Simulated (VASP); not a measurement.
Here is a VASP 6.6.1 calculation.

The input INCAR:

```
ALGO = Normal
EDIFF = 1E-8
ENCUT = 520
ISIF = 2
ISMEAR = -1
LASPH = T
LCHARG = F
LEFG = T
LREAL = F
LWAVE = F
NBANDS = 19
NELM = 60
PREC = Accurate
SIGMA = 0.05
```

The input KPOINTS:

```
k-points
0
Gamma
  9 9 9
```

POSCAR

```
LaIn
1.0
    3.9540772400      0.0000000000      0.0000000000
    0.0000000000      3.9540772400      0.0000000000
    0.0000000000      0.0000000000      3.9540772400
La In
1 1
Direct
    0.5000000000      0.5000000000      0.5000000000
    0.0000000000      0.0000000000      0.0000000000
```

Potentials or basis: VASP PAW LDA potentials, release 64 (La, In_d).

Run with:

```console
$ cat potpaw_LDA.64/La/POTCAR potpaw_LDA.64/In_d/POTCAR > POTCAR
$ mpirun -np 1 vasp_std > vasp.out
```

Task: Estimate the pressure.

Result: -3.8 GPa.

Task: Predict the band gap on the k mesh.

Result: Zero (bands 12 and 13 overlap by 1.81 eV).

Caveat: the cell stands under tension; spin-orbit coupling is left out, which moves the levels of the heavy elements.
